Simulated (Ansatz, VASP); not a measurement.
**BN: VASP beside Ansatz**

```
B N
1.0
     0.02720    1.81300    1.81300
     1.84020    0.00000    1.84020
     1.81300    1.81300    0.02720
B N
1 1
Direct
  0.00000 0.00000 0.00000
  0.75000 0.75000 0.75000
```

Change from the starting cell: strain +0.0300 x Voigt [0, 0, 0, 0, 1, 0], atoms carried along.

Alike in both runs: task single point; functional LDA; k mesh 12 × 12 × 12; occupations gaussian, width 0.05 eV; no spin polarisation.

|  | VASP | Ansatz |
| --- | --- | --- |
| version | VASP 6.6.1 | Ansatz 0.2.0 |
| potentials or method | VASP PAW LDA potentials, release 64 (B, N), cutoff 520 eV | scalar-relativistic, plane waves, PAW |
| valence electrons in the cell | 8 | 8 |

```tsv
	VASP	Ansatz	Ansatz less VASP
gap on the k mesh at the Fermi level (eV)	4.22	4.24	+0.016
least direct gap on the mesh (eV)	8.19	8.20	+0.013
pressure (GPa)	-13.0	-13.8	-0.84
traceless stress, the component that is largest in VASP (GPa)	-13.12	-13.03	+0.088
rms of the force components (eV/Å)	0.019	0.016	-0.0034
```

LDA's correlation is that of Perdew and Zunger in VASP and of Perdew and Wang (1992) in Ansatz. Atom by atom the forces differ by 0.003 eV/Å (rms over components).
